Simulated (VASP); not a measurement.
# GaSb (de600) (F-43m) in VASP: notebook

Runs on GaSb (de600). Level: LDA. Tasks: single point, relaxation of cell and atoms.

Everything below comes from runs of VASP 6.6.1. Logs are shortened: lines on timing, memory, paths and dates and some standing lists are left out, and cuts for length are marked.

## (1) The cell of the first run

Symmetry: F-43m, No. 216, cubic system. The conventional cell has a = 6.047 Å, b = 6.047 Å, c = 6.047 Å, α = 90.00°, β = 90.00°, γ = 90.00°. Ga (site symmetry -43m) has 4 Sb at 2.62 Å within 3.5 Å. Sb (site symmetry -43m) has 4 Ga at 2.62 Å within 3.5 Å.

## (2) Single point, LDA

Input file INCAR:

```
SYSTEM = GaSb
ALGO = Normal
EDIFF = 1E-6
ENCUT = 500
GGA = CA
GGA_COMPAT = .FALSE.
ISIF = 2
ISMEAR = 0
LASPH = .TRUE.
LCHARG = .TRUE.
LELF = .TRUE.
LREAL = .FALSE.
LVHAR = .TRUE.
LWAVE = .FALSE.
NBANDS = 16
NELM = 120
PREC = Accurate
SIGMA = 0.01
```

Input file KPOINTS:

```
k-points
0
G
  8 8 8
  0 0 0
```

Input file POSCAR:

```
GaSb
1.0
    0.0000000000      3.0234255332      3.0234255332
    3.0234255332      0.0000000000      3.0234255332
    3.0234255332      3.0234255332      0.0000000000
Ga Sb
1 1
Direct
    0.0000000000      0.0000000000      0.0000000000
    0.2500000000      0.2500000000      0.2500000000
```

Potentials or basis: VASP PAW LDA potentials, release 64 (Ga_d, Sb).

Launch:

```console
> cat potpaw_LDA.64/Ga_d/POTCAR potpaw_LDA.64/Sb/POTCAR > POTCAR
> mpirun -np 1 vasp_std > vasp.out
```

OUTCAR:

```text
SYSTEM = GaSb
   EDIFF = 1E-6
   ENCUT = 500
   GGA = CA
   ISIF = 2
   ISMEAR = 0
   LASPH = .TRUE.
   LREAL = .FALSE.
   NELM = 120
   PREC = Accurate

 ion  position               nearest neighbor table
   1  0.000  0.000  0.000-   2 2.62   2 2.62   2 2.62   2 2.62
   2  0.250  0.250  0.250-   1 2.62   1 2.62   1 2.62   1 2.62

  LATTYP: Found a face centered cubic cell.
 ALAT       =     6.0468510664

  Lattice vectors:

 A1 = (   0.0000000000,   3.0234255332,   3.0234255332)
 A2 = (   3.0234255332,   0.0000000000,   3.0234255332)
 A3 = (   3.0234255332,   3.0234255332,   0.0000000000)

Analysis of symmetry for initial positions (statically):
=====================================================================
 Subroutine PRICEL returns:
 Original cell was already a primitive cell.

 Routine SETGRP: Setting up the symmetry group for a
 face centered cubic supercell.

 Subroutine GETGRP returns: Found 24 space group operations
 (whereof 24 operations were pure point group operations)
 out of a pool of 48 trial point group operations.

The static configuration has the point symmetry T_d .

Analysis of symmetry for dynamics (positions and initial velocities):
=====================================================================
 Subroutine PRICEL returns:
 Original cell was already a primitive cell.

 Routine SETGRP: Setting up the symmetry group for a
 face centered cubic supercell.

 Subroutine GETGRP returns: Found 24 space group operations
 (whereof 24 operations were pure point group operations)
 out of a pool of 48 trial point group operations.

The dynamic configuration has the point symmetry T_d .

 Subroutine INISYM returns: Found 24 space group operations
 (whereof 24 operations are pure point group operations),
 and found     1 'primitive' translations

----------------------------------------------------------------------------------------

                                     Primitive cell

  volume of cell :      55.2749

  direct lattice vectors                    reciprocal lattice vectors
     0.000000000  3.023425533  3.023425533    -0.165375332  0.165375332  0.165375332
     3.023425533  0.000000000  3.023425533     0.165375332 -0.165375332  0.165375332
     3.023425533  3.023425533  0.000000000     0.165375332  0.165375332 -0.165375332

  length of vectors
     4.275769394  4.275769394  4.275769394     0.286438477  0.286438477  0.286438477

  position of ions in fractional coordinates (direct lattice)
     0.000000000  0.000000000  0.000000000
     0.250000000  0.250000000  0.250000000

  ion indices of the primitive-cell ions
   primitive index   ion index
                 1           1
                 2           2

----------------------------------------------------------------------------------------

 KPOINTS: k-points

Automatic generation of k-mesh.
 Grid dimensions read from file:
 generate k-points for:    8    8    8

 Generating k-lattice:

  Cartesian coordinates                     Fractional coordinates (reciprocal lattice)
    -0.020671916  0.020671916  0.020671916     0.125000000  0.000000000  0.000000000
     0.020671916 -0.020671916  0.020671916     0.000000000  0.125000000  0.000000000
     0.020671916  0.020671916 -0.020671916     0.000000000  0.000000000  0.125000000

  Length of vectors
     0.035804810  0.035804810  0.035804810

  Shift w.r.t. Gamma in fractional coordinates (k-lattice)
     0.000000000  0.000000000  0.000000000

 Subroutine IBZKPT returns following result:
 ===========================================

 Found     29 irreducible k-points:

 Following reciprocal coordinates:
            Coordinates               Weight
  0.000000  0.000000  0.000000      1.000000
  0.125000  0.000000  0.000000      8.000000
  0.250000  0.000000  0.000000      8.000000
  0.375000  0.000000  0.000000      8.000000
  0.500000  0.000000  0.000000      4.000000
  0.125000  0.125000  0.000000      6.000000
[... 16 lines left out ...]
  0.500000  0.250000  0.125000     48.000000
 -0.375000  0.250000  0.125000     24.000000
 [... further k-points ...]
   k-points           NKPTS =     29   k-points in BZ     NKDIM =     29   number of bands    NBANDS=     16
   number of dos      NEDOS =    301   number of ions     NIONS =      2
   total plane-waves  NPLWV =  32768
   dimension x,y,z NGX =    32 NGY =   32 NGZ =   32
   dimension x,y,z NGXF=    64 NGYF=   64 NGZF=   64
   ions per type =               1   1
   NGX,Y,Z   is equivalent  to a cutoff of  12.44, 12.44, 12.44 a.u.
   NGXF,Y,Z  is equivalent  to a cutoff of  24.88, 24.88, 24.88 a.u.
 SYSTEM =  GaSb
   PREC   = accura    normal or accurate (medium, high low for compatibility)
   ISTART =      0    job   : 0-new  1-cont  2-samecut
   ICHARG =      2    charge: 1-file 2-atom 10-const
   ISPIN  =      1    spin polarized calculation?
   LNONCOLLINEAR =      F non collinear calculations
   LSORBIT =      F    spin-orbit coupling
   LASPH  =      T    aspherical Exc in radial PAW
   ENCUT  =  500.0 eV  36.75 Ry    6.06 a.u.   7.80  7.80  7.80*2*pi/ulx,y,z
   NELM   =    120;   NELMIN=  2; NELMDL= -5     # of ELM steps
   EDIFF  = 0.1E-05   stopping-criterion for ELM
   LREAL  =      F    real-space projection
   EDIFFG = 0.1E-04   stopping-criterion for IOM
   NSW    =      0    number of steps for IOM
   IBRION =     -1    ionic relax: 0-MD 1-quasi-New 2-CG
   NFREE  =      0    steps in history (QN), initial steepest desc. (CG)
   ISIF   =      2    stress and relaxation
   ISYM   =      2    0-nonsym 1-usesym 2-fastsym
   POTIM  = 0.5000    time-step for ionic-motion
   TEBEG  =    0.0;   TEEND  =   0.0 temperature during run
   PSTRESS=    0.0 pullay stress
   NELECT =      18.0000    total number of electrons
   NUPDOWN=      -1.0000    fix difference up-down
   EMIN   =  10.00;   EMAX   =-10.00  energy-range for DOS
   EFERMI =   0.00;   METHOD = LEGACY
   ISMEAR =     0;   SIGMA  =   0.01  broadening in eV -4-tet -1-fermi 0-gaus
   EFERMI_NEDOS =   21; number of points for ismear=-14 and -15
   IALGO  =     38    algorithm
   IMIX   =      4    mixing-type and parameters
     AMIX     =   0.40;   BMIX     =  1.00
     AMIX_MAG =   1.60;   BMIX_MAG =  1.00
  volume/ion in A,a.u.               =      27.64       186.51
  Fermi-wavevector in a.u.,A,eV,Ry     =   1.126306  2.128410 17.259877  1.268565
  Thomas-Fermi vector in A             =   2.262987
   LORBIT       =      0    0 simple, 1 ext, 2 COOP (PROOUT), +10 PAW based schemes
   GGA     = CA    functional components
   LHFCALC =     F    Hartree Fock is set to
   AEXX    =    0.0000 exact exchange contribution
   IVDW    =     0    specifies the selected vdW correction
   LEPSILON=     F    determine dielectric tensor
   LRPA    =     F    only Hartree local field effects (RPA)
 non-spin polarized calculation
 Gauss-broadening in eV      SIGMA  =   0.01
  energy-cutoff  :      500.00
  volume of cell :       55.27
 maximum number of plane-waves:      1424
   NGX = 15   NGY = 15   NGZ = 15

 number of electron      17.9999990 magnetization

 Free energy of the ion-electron system (eV)
  ---------------------------------------------------
  ext. energy  EPLUGINS =         0.00000000
  ---------------------------------------------------
  free energy    TOTEN  =        -8.66632053 eV

  energy without entropy =       -8.66632053  energy(sigma->0) =       -8.66632053

 E-fermi :   5.0921     XC(G=0):  -9.5479

 val. band max:        5.0489865703   @ k =   0.0000   0.0000   0.0000
 cond. band min:       5.1751307335   @ k =   0.0000   0.0000   0.0000
 fundamental gap:      0.1261441632
 Fermi energy:         5.0920818505

 k-point     1 :       0.0000    0.0000    0.0000
  band No.  band energies     occupation
      1     -10.1720      2.00000
      2     -10.1720      2.00000
      3     -10.1720      2.00000
      4     -10.1172      2.00000
      5     -10.1172      2.00000
      6      -6.7168      2.00000
[... 8 lines left out ...]
     15      13.6716      0.00000
     16      13.6716      0.00000

 k-point     2 :       0.1250    0.0000    0.0000
  band No.  band energies     occupation
      1     -10.1768      2.00000
      2     -10.1700      2.00000
      3     -10.1700      2.00000
      4     -10.1175      2.00000
      5     -10.1175      2.00000
      6      -6.5500      2.00000
[... 8 lines left out ...]
     15      12.8270      0.00000
     16      12.8270      0.00000

 k-point     3 :       0.2500    0.0000    0.0000
  band No.  band energies     occupation
      1     -10.1880      2.00000
      2     -10.1654      2.00000
      3     -10.1654      2.00000
      4     -10.1177      2.00000
      5     -10.1177      2.00000
      6      -6.0738      2.00000
[... 8 lines left out ...]
     15      12.6113      0.00000
     16      12.6113      0.00000

 k-point     4 :       0.3750    0.0000    0.0000
  band No.  band energies     occupation
      1     -10.1990      2.00000
      2     -10.1614      2.00000
      3     -10.1614      2.00000
      4     -10.1174      2.00000
      5     -10.1174      2.00000
      6      -5.4079      2.00000
[... 8 lines left out ...]
     15      13.5925      0.00000
     16      13.5925      0.00000
[... 324 lines left out ...]
 k-point    22 :       0.3750    0.2500    0.1250
  band No.  band energies     occupation
      1     -10.1990      2.00000
      2     -10.1601      2.00000
      3     -10.1585      2.00000
      4     -10.1218      2.00000
      5     -10.1159      2.00000
      6      -5.6581      2.00000
[... 8 lines left out ...]
     15      14.0886      0.00000
     16      14.3661      0.00000

 k-point    23 :       0.5000    0.2500    0.1250
  band No.  band energies     occupation
      1     -10.2063      2.00000
      2     -10.1573      2.00000
      3     -10.1547      2.00000
      4     -10.1217      2.00000
      5     -10.1164      2.00000
      6      -5.0185      2.00000
[... 8 lines left out ...]
     15      13.8009      0.00000
     16      15.2104      0.00000

 k-point    24 :      -0.3750    0.2500    0.1250
  band No.  band energies     occupation
      1     -10.2090      2.00000
      2     -10.1566      2.00000
      3     -10.1532      2.00000
      4     -10.1208      2.00000
      5     -10.1172      2.00000
      6      -4.6322      2.00000
[... 8 lines left out ...]
     15      14.6471      0.00000
     16      15.2617      0.00000

 [... further k-points ...]

------------------------ aborting loop because EDIFF is reached ----------------------------------------

  FORCE on cell =-STRESS in cart. coord.  units (eV):
  Direction    XX          YY          ZZ          XY          YZ          ZX
  --------------------------------------------------------------------------------------
  -------------------------------------------------------------------------------------
  Total        0.0718180      0.0718180      0.0718180      0.0000000      0.0000000      0.0000000
  in kB        2.0816896      2.0816896      2.0816896      0.0000000      0.0000000      0.0000000
  external PRESSURE =       2.0816896 kB  Pullay stress =       0.0000000 kB

 VOLUME and BASIS-vectors are now :
 -----------------------------------------------------------------------------
  energy-cutoff  :      500.00
  volume of cell :       55.27
      direct lattice vectors                 reciprocal lattice vectors
     0.000000000  3.023425533  3.023425533    -0.165375332  0.165375332  0.165375332
     3.023425533  0.000000000  3.023425533     0.165375332 -0.165375332  0.165375332
     3.023425533  3.023425533  0.000000000     0.165375332  0.165375332 -0.165375332

 POSITION                                       TOTAL-FORCE (eV/Angst)
 -----------------------------------------------------------------------------------
      0.00000      0.00000      0.00000         0.000000      0.000000      0.000000
      1.51171      1.51171      1.51171        -0.000000     -0.000000     -0.000000
 -----------------------------------------------------------------------------------
    total drift:                                0.000000      0.000000      0.000000

  FREE ENERGIE OF THE ION-ELECTRON SYSTEM (eV)
  ---------------------------------------------------
  free  energy   TOTEN  =        -8.6663205336 eV

  energy  without entropy=       -8.6663205336  energy(sigma->0) =       -8.66632053
```

Wall time 17 s (1 thread of Intel Xeon 8259CL, shared host); peak memory 0.17 GiB.

Results:

```
Free energy            : -8.6663 eV
Pressure               : 0.2 GPa
Band gap on the k mesh : 0.13 eV, direct
```

Levels at points of the mesh, in eV from the valence-band top:
```
           k point  band 7  band 8  band 9  band 10  band 11  band 12
(0.00, 0.00, 0.00)    0.00    0.00    0.00     0.13     2.74     2.74
(0.50, 0.00, 0.00)   -6.58   -1.21   -1.21     0.37     3.71     3.71
(0.50, 0.50, 0.00)   -7.02   -2.70   -2.70     0.79     1.10     8.80
```

Caveat: spin-orbit coupling is left out, which moves the levels of the heavy elements. A k mesh can miss the band edges.

(Part 1 of 2 ends here.)
